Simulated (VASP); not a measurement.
# InSe (Fm-3m) in VASP: further runs

The runs below take InSe through single point, relaxation of cell and atoms, with PBE.

All numbers are computed with VASP 6.6.1; they aren't measurements. Logs are shortened: lines on timing, memory, paths and dates and some standing lists are left out, and cuts for length are marked.

### Step 1. The cell of the first run

It takes space group Fm-3m (No. 225, cubic). Conventional cell: a = 5.921 Å, b = 5.921 Å, c = 5.921 Å, α = 90.00°, β = 90.00°, γ = 90.00°. In (site symmetry m-3m) has 6 Se at 2.96 Å within 3.9 Å. Se (site symmetry m-3m) has 6 In at 2.96 Å within 3.9 Å.

The cell was generated, and may not be a known phase.

### Step 2. Single point, PBE

Contents of INCAR:

```
SYSTEM = InSe
PREC = Accurate
ENCUT = 520
EDIFF = 1E-7
ISMEAR = 0
SIGMA = 0.1
LREAL = .FALSE.
LASPH = .TRUE.
NELM = 60
ALGO = Normal
ISIF = 2
LWAVE = .FALSE.
LCHARG = .FALSE.
GGA = PE
NBANDS = 16
```

Contents of KPOINTS:

```
regular mesh
0
G
  6 6 6
  0 0 0
```

Contents of POSCAR:

```
InSe
1.0
    0.0000000000      2.9605097000      2.9605097000
    2.9605097000      0.0000000000      2.9605097000
    2.9605097000      2.9605097000      0.0000000000
In Se
1 1
Direct
    0.0000000000      0.0000000000      0.0000000000
    0.5000000000      0.5000000000      0.5000000000
```

Potentials or basis: VASP PAW PBE potentials, release 64 (In_d, Se).

On the command line:

```console
> cat potpaw_PBE.64/In_d/POTCAR potpaw_PBE.64/Se/POTCAR > POTCAR
> mpirun -np 1 vasp_std > vasp.out
```

OUTCAR:

```text
SYSTEM = InSe
   PREC = Accurate
   ENCUT = 520
   EDIFF = 1E-7
   ISMEAR = 0
   LREAL = .FALSE.
   LASPH = .TRUE.
   NELM = 60
   ISIF = 2
   GGA = PE

 ion  position               nearest neighbor table
   1  0.000  0.000  0.000-   2 2.96   2 2.96   2 2.96   2 2.96   2 2.96   2 2.96
   2  0.500  0.500  0.500-   1 2.96   1 2.96   1 2.96   1 2.96   1 2.96   1 2.96

  LATTYP: Found a face centered cubic cell.
 ALAT       =     5.9210194000

  Lattice vectors:

 A1 = (   0.0000000000,   2.9605097000,   2.9605097000)
 A2 = (   2.9605097000,   0.0000000000,   2.9605097000)
 A3 = (   2.9605097000,   2.9605097000,   0.0000000000)

Analysis of symmetry for initial positions (statically):
=====================================================================
 Subroutine PRICEL returns:
 Original cell was already a primitive cell.

 Routine SETGRP: Setting up the symmetry group for a
 face centered cubic supercell.

 Subroutine GETGRP returns: Found 48 space group operations
 (whereof 48 operations were pure point group operations)
 out of a pool of 48 trial point group operations.

The static configuration has the point symmetry O_h .

Analysis of symmetry for dynamics (positions and initial velocities):
=====================================================================
 Subroutine PRICEL returns:
 Original cell was already a primitive cell.

 Routine SETGRP: Setting up the symmetry group for a
 face centered cubic supercell.

 Subroutine GETGRP returns: Found 48 space group operations
 (whereof 48 operations were pure point group operations)
 out of a pool of 48 trial point group operations.

The dynamic configuration has the point symmetry O_h .

 Subroutine INISYM returns: Found 48 space group operations
 (whereof 48 operations are pure point group operations),
 and found     1 'primitive' translations

----------------------------------------------------------------------------------------

                                     Primitive cell

  volume of cell :      51.8955

  direct lattice vectors                    reciprocal lattice vectors
     0.000000000  2.960509700  2.960509700    -0.168889837  0.168889837  0.168889837
     2.960509700  0.000000000  2.960509700     0.168889837 -0.168889837  0.168889837
     2.960509700  2.960509700  0.000000000     0.168889837  0.168889837 -0.168889837

  length of vectors
     4.186792969  4.186792969  4.186792969     0.292525778  0.292525778  0.292525778

  position of ions in fractional coordinates (direct lattice)
     0.000000000  0.000000000  0.000000000
     0.500000000  0.500000000  0.500000000

  ion indices of the primitive-cell ions
   primitive index   ion index
                 1           1
                 2           2

----------------------------------------------------------------------------------------

 KPOINTS: regular mesh

Automatic generation of k-mesh.
 Grid dimensions read from file:
 generate k-points for:    6    6    6

 Generating k-lattice:

  Cartesian coordinates                     Fractional coordinates (reciprocal lattice)
    -0.028148306  0.028148306  0.028148306     0.166666667  0.000000000  0.000000000
     0.028148306 -0.028148306  0.028148306     0.000000000  0.166666667  0.000000000
     0.028148306  0.028148306 -0.028148306     0.000000000  0.000000000  0.166666667

  Length of vectors
     0.048754296  0.048754296  0.048754296

  Shift w.r.t. Gamma in fractional coordinates (k-lattice)
     0.000000000  0.000000000  0.000000000

 Subroutine IBZKPT returns following result:
 ===========================================

 Found     16 irreducible k-points:

 Following reciprocal coordinates:
            Coordinates               Weight
  0.000000  0.000000  0.000000      1.000000
  0.166667  0.000000  0.000000      8.000000
  0.333333  0.000000  0.000000      8.000000
  0.500000  0.000000  0.000000      4.000000
  0.166667  0.166667  0.000000      6.000000
  0.333333  0.166667  0.000000     24.000000
[... 8 lines left out ...]
 -0.333333  0.333333  0.166667     24.000000
 -0.333333  0.500000  0.166667     12.000000
   k-points           NKPTS =     16   k-points in BZ     NKDIM =     16   number of bands    NBANDS=     16
   number of dos      NEDOS =    301   number of ions     NIONS =      2
   total plane-waves  NPLWV =  32768
   dimension x,y,z NGX =    32 NGY =   32 NGZ =   32
   dimension x,y,z NGXF=    64 NGYF=   64 NGZF=   64
   ions per type =               1   1
   NGX,Y,Z   is equivalent  to a cutoff of  12.71, 12.71, 12.71 a.u.
   NGXF,Y,Z  is equivalent  to a cutoff of  25.41, 25.41, 25.41 a.u.
 SYSTEM =  InSe
   PREC   = accura    normal or accurate (medium, high low for compatibility)
   ISTART =      0    job   : 0-new  1-cont  2-samecut
   ICHARG =      2    charge: 1-file 2-atom 10-const
   ISPIN  =      1    spin polarized calculation?
   LNONCOLLINEAR =      F non collinear calculations
   LSORBIT =      F    spin-orbit coupling
   LASPH  =      T    aspherical Exc in radial PAW
   ENCUT  =  520.0 eV  38.22 Ry    6.18 a.u.   7.78  7.78  7.78*2*pi/ulx,y,z
   NELM   =     60;   NELMIN=  2; NELMDL= -5     # of ELM steps
   EDIFF  = 0.1E-06   stopping-criterion for ELM
   LREAL  =      F    real-space projection
   EDIFFG = 0.1E-05   stopping-criterion for IOM
   NSW    =      0    number of steps for IOM
   IBRION =     -1    ionic relax: 0-MD 1-quasi-New 2-CG
   NFREE  =      0    steps in history (QN), initial steepest desc. (CG)
   ISIF   =      2    stress and relaxation
   ISYM   =      2    0-nonsym 1-usesym 2-fastsym
   POTIM  = 0.5000    time-step for ionic-motion
   TEBEG  =    0.0;   TEEND  =   0.0 temperature during run
   PSTRESS=    0.0 pullay stress
   NELECT =      19.0000    total number of electrons
   NUPDOWN=      -1.0000    fix difference up-down
   EMIN   =  10.00;   EMAX   =-10.00  energy-range for DOS
   EFERMI =   0.00;   METHOD = LEGACY
   ISMEAR =     0;   SIGMA  =   0.10  broadening in eV -4-tet -1-fermi 0-gaus
   EFERMI_NEDOS =   21; number of points for ismear=-14 and -15
   IALGO  =     38    algorithm
   IMIX   =      4    mixing-type and parameters
     AMIX     =   0.40;   BMIX     =  1.00
     AMIX_MAG =   1.60;   BMIX_MAG =  1.00
  volume/ion in A,a.u.               =      25.95       175.10
  Fermi-wavevector in a.u.,A,eV,Ry     =   1.171160  2.213171 18.661963  1.371616
  Thomas-Fermi vector in A             =   2.307608
   LORBIT       =      0    0 simple, 1 ext, 2 COOP (PROOUT), +10 PAW based schemes
   GGA     = PE    functional components
   LHFCALC =     F    Hartree Fock is set to
   AEXX    =    0.0000 exact exchange contribution
   IVDW    =     0    specifies the selected vdW correction
   LEPSILON=     F    determine dielectric tensor
   LRPA    =     F    only Hartree local field effects (RPA)
 non-spin polarized calculation
 Gauss-broadening in eV      SIGMA  =   0.10
  energy-cutoff  :      520.00
  volume of cell :       51.90
 maximum number of plane-waves:      1411
   NGX = 15   NGY = 15   NGZ = 15

 number of electron      19.0000006 magnetization

 Free energy of the ion-electron system (eV)
  ---------------------------------------------------
  ext. energy  EPLUGINS =         0.00000000
  ---------------------------------------------------
  free energy    TOTEN  =        -6.89206680 eV

  energy without entropy =       -6.88352936  energy(sigma->0) =       -6.88779808

 E-fermi :   5.6318     XC(G=0):  -9.6714

 val. band max:        5.6285454640   @ k =   0.3333   0.1667   0.0000
 cond. band min:       5.7674398092   @ k =   0.5000   0.1667   0.0000
 fundamental gap:      0.1388943452
 Fermi energy:         5.6318305409

 k-point     1 :       0.0000    0.0000    0.0000
  band No.  band energies     occupation
      1      -9.0361      2.00000
      2      -9.0361      2.00000
      3      -9.0289      2.00000
      4      -9.0289      2.00000
      5      -9.0289      2.00000
      6      -8.3259      2.00000
[... 8 lines left out ...]
     15      12.1176      0.00000
     16      12.1176      0.00000

 k-point     2 :       0.1667    0.0000    0.0000
  band No.  band energies     occupation
      1      -9.0454      2.00000
      2      -9.0454      2.00000
      3      -9.0290      2.00000
      4      -9.0191      2.00000
      5      -9.0191      2.00000
      6      -8.1486      2.00000
[... 8 lines left out ...]
     15      12.8402      0.00000
     16      12.8402      0.00000

 k-point     3 :       0.3333    0.0000    0.0000
  band No.  band energies     occupation
      1      -9.0656      2.00000
      2      -9.0656      2.00000
      3      -9.0303      2.00000
      4      -8.9977      2.00000
      5      -8.9977      2.00000
      6      -7.7374      2.00000
[... 8 lines left out ...]
     15      14.4559      0.00000
     16      14.4559      0.00000

 k-point     4 :       0.5000    0.0000    0.0000
  band No.  band energies     occupation
      1      -9.0757      2.00000
      2      -9.0757      2.00000
      3      -9.0312      2.00000
      4      -8.9870      2.00000
      5      -8.9870      2.00000
      6      -7.4921      2.00000
[... 8 lines left out ...]
     15      16.3419      0.00000
     16      16.3419      0.00000
[... 172 lines left out ...]
 k-point    14 :       0.5000    0.3333    0.1667
  band No.  band energies     occupation
      1      -9.2428      2.00000
      2      -9.0442      2.00000
      3      -9.0317      2.00000
      4      -8.9963      2.00000
      5      -8.9867      2.00000
      6      -7.2357      2.00000
[... 8 lines left out ...]
     15      16.2771      0.00000
     16      16.6096      0.00000

 k-point    15 :      -0.3333    0.3333    0.1667
  band No.  band energies     occupation
      1      -9.2730      2.00000
      2      -9.0507      2.00000
      3      -9.0160      2.00000
      4      -9.0107      2.00000
      5      -8.9781      2.00000
      6      -7.0134      2.00000
[... 8 lines left out ...]
     15      14.0864      0.00000
     16      17.6432      0.00000

 k-point    16 :      -0.3333    0.5000    0.1667
  band No.  band energies     occupation
      1      -9.3519      2.00000
      2      -9.0355      2.00000
      3      -9.0331      2.00000
      4      -8.9934      2.00000
      5      -8.9706      2.00000
      6      -6.8367      2.00000
[... 8 lines left out ...]
     15      15.7561      0.00000
     16      17.9357      0.00000

------------------------ aborting loop because EDIFF is reached ----------------------------------------

  FORCE on cell =-STRESS in cart. coord.  units (eV):
  Direction    XX          YY          ZZ          XY          YZ          ZX
  --------------------------------------------------------------------------------------
  -------------------------------------------------------------------------------------
  Total        0.1574664      0.1574664      0.1574664      0.0000000      0.0000000     -0.0000000
  in kB        4.8614868      4.8614868      4.8614868      0.0000000      0.0000000     -0.0000000
  external PRESSURE =       4.8614868 kB  Pullay stress =       0.0000000 kB

 VOLUME and BASIS-vectors are now :
 -----------------------------------------------------------------------------
  energy-cutoff  :      520.00
  volume of cell :       51.90
      direct lattice vectors                 reciprocal lattice vectors
     0.000000000  2.960509700  2.960509700    -0.168889837  0.168889837  0.168889837
     2.960509700  0.000000000  2.960509700     0.168889837 -0.168889837  0.168889837
     2.960509700  2.960509700  0.000000000     0.168889837  0.168889837 -0.168889837

 POSITION                                       TOTAL-FORCE (eV/Angst)
 -----------------------------------------------------------------------------------
      0.00000      0.00000      0.00000         0.000000      0.000000      0.000000
      2.96051      2.96051      2.96051        -0.000000     -0.000000     -0.000000
 -----------------------------------------------------------------------------------
    total drift:                                0.000000     -0.000000     -0.000000

  FREE ENERGIE OF THE ION-ELECTRON SYSTEM (eV)
  ---------------------------------------------------
  free  energy   TOTEN  =        -6.8920667984 eV

  energy  without entropy=       -6.8835293619  energy(sigma->0) =       -6.88779808
```

Wall time 14 s (1 thread of Intel Xeon Platinum 8259CL at 2.50GHz (Skylake/Cascade Lake), shared host); peak memory 0.18 GiB.

What came out:

```
Free energy            : -6.8921 eV
Pressure               : 0.5 GPa
Band gap on the k mesh : zero (an odd number of electrons rules out a gap without spin polarisation)
```

Caveat: spin-orbit coupling is left out, which moves the levels of the heavy elements; an odd number of electrons without spin polarisation forces a metal; a magnetic or distorted state may lie lower.

### Step 3. Single point, PBE

This run uses another cell than the first one: it holds 4 atoms, not 2.

Contents of INCAR:

```
PREC = Accurate
ENCUT = 520
EDIFF = 1E-7
ISMEAR = 0
SIGMA = 0.2
LREAL = F
LASPH = T
NELM = 60
ALGO = Normal
ISIF = 2
LWAVE = F
LCHARG = F
GGA = PE
NBANDS = 27
```

Contents of KPOINTS:

```
regular mesh
0
Gamma
  6 6 6
```

Contents of POSCAR:

```
InSe
1.0
    0.0000000000     -2.9634847124     -2.9634847124
   -2.9634847124      0.0000000000     -2.9634847124
    2.9634847124      2.9634847124     -5.9269694247
In Se
2 2
Direct
    1.0000000000      1.0000000000      0.0000000000
    0.5000000000      0.5000000000      0.5000000000
    0.2500000000      0.2500000000      0.2500000000
    0.7500000000      0.7500000000      0.7500000000
```

Potentials or basis: VASP PAW PBE potentials, release 64 (In_d, Se).

On the command line:

```console
> cat potpaw_PBE.64/In_d/POTCAR potpaw_PBE.64/Se/POTCAR > POTCAR
> mpirun -np 1 vasp_std > vasp.out
```

Wall time 82 s (1 thread of Intel Xeon Platinum 8259CL at 2.50GHz (Skylake/Cascade Lake), shared host); peak memory 0.26 GiB.

The run converged. Its results:

| Item | Value |
| --- | --- |
| Free energy | -13.8334 eV |
| Pressure | 0.2 GPa |
| Band gap on the k mesh | zero (bands 19 and 20 overlap by 1.06 eV) |

Levels at points of the mesh, in eV from the Fermi level:
```
           k point  band 15  band 16  band 17  band 18  band 19  band 20  band 21  band 22  band 23  band 24
(0.00, 0.00, 0.00)    -2.03    -2.03    -2.03    -1.80    -1.80     0.96     2.36     2.73     2.73     6.33
(0.50, 0.00, 0.00)    -3.65    -3.65    -2.75    -2.75    -0.84    -0.84     3.62     3.62     4.74     4.74
(0.50, 0.50, 0.00)    -3.66    -3.41    -3.41    -1.80    -1.80     0.96     2.36     2.73     2.73     3.54
(0.00, 0.00, 0.50)    -1.94    -1.94    -1.94    -1.94     0.12     0.12     3.55     3.55     3.98     3.98
```

Caveat: spin-orbit coupling is left out, which moves the levels of the heavy elements.

### Step 4. Single point, PBE

This run uses another cell than the first one, of 26.03 Å³/atom.

Contents of INCAR:

```
  PREC = Accurate
  ENCUT = 520
  EDIFF = 1E-7
  ISMEAR = 0
  SIGMA = 0.1
  LREAL = False
  LASPH = True
  NELM = 80
  ALGO = Normal
  ISIF = 2
  LWAVE = False
  LCHARG = False
  GGA = PE
  NBANDS = 16
```

Contents of KPOINTS:

```
Automatic mesh
0
Gamma
  16 16 16
```

Contents of POSCAR:

```
InSe
1.0
    0.0000000000      2.9634847124      2.9634847124
    2.9634847124      0.0000000000      2.9634847124
    2.9634847124      2.9634847124      0.0000000000
In Se
1 1
Direct
    0.0000000000      0.0000000000      0.0000000000
    0.5000000000      0.5000000000      0.5000000000
```

On the command line:

```console
> cat potpaw_PBE.64/In_d/POTCAR potpaw_PBE.64/Se/POTCAR > POTCAR
> mpirun -np 1 vasp_std > vasp.out
```

Wall time 85 s (1 thread of Intel Xeon Platinum 8259CL at 2.50GHz (Skylake/Cascade Lake), shared host); peak memory 0.26 GiB.

It converged, with:

* Free energy: -6.9341 eV
* Pressure: 0.0 GPa
* Band gap on the k mesh: zero (an odd number of electrons rules out a gap without spin polarisation)

Levels at points of the mesh, in eV from the Fermi level:
| k point | band 8 | band 9 | band 10 | band 11 | band 12 | band 13 |
| --- | --- | --- | --- | --- | --- | --- |
| (0.00, 0.00, 0.00) | -2.07 | -2.07 | -2.07 | 6.30 | 6.30 | 6.30 |
| (0.50, 0.00, 0.00) | -1.84 | -1.84 | 0.93 | 2.32 | 2.70 | 2.70 |
| (0.50, 0.50, 0.00) | -3.69 | -3.44 | -3.44 | 3.51 | 7.04 | 7.04 |

Caveat: spin-orbit coupling is left out, which moves the levels of the heavy elements; an odd number of electrons without spin polarisation forces a metal; a magnetic or distorted state may lie lower.

(Continued in part 2 of 2.)

The gap in the log of VASP goes by the Fermi energy; the results here count the filled bands.